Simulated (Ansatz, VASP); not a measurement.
**One calculation of SnO, two programs**

```
CELL_PARAMETERS angstrom
3.83710 0.00000 0.00000
0.00000 3.83710 0.00000
0.00000 0.00000 4.76213
ATOMIC_POSITIONS crystal
Sn 0.00000 0.50000 0.24324
Sn 0.50000 0.00000 0.75676
O 0.00000 0.00000 0.00000
O 0.50000 0.50000 0.00000
```

Alike in both runs: task single point; functional PBE; dispersion D3(BJ); k mesh 10 × 10 × 8; occupations gaussian, width 0.15 eV; no spin polarisation.

|  | VASP | Ansatz |
| --- | --- | --- |
| version | VASP 6.6.1 | Ansatz 0.2.0 |
| potentials or method | VASP PAW PBE potentials, release 64 (Sn_d, O_h), cutoff 1340 eV | scalar-relativistic, plane waves, PAW |
| valence electrons in the cell | 40 | 40 |

```csv
,VASP,Ansatz,Ansatz less VASP
gap on the k mesh at the Fermi level (eV),none,none,-
pressure (GPa),0.1,0.0,-0.15
rms of the force components (eV/Å),0.032,0.003,-0.0291
```

Atom by atom the forces differ by 0.029 eV/Å (rms over components). A gap of «none» marks a metal or a gap that the smearing closes.
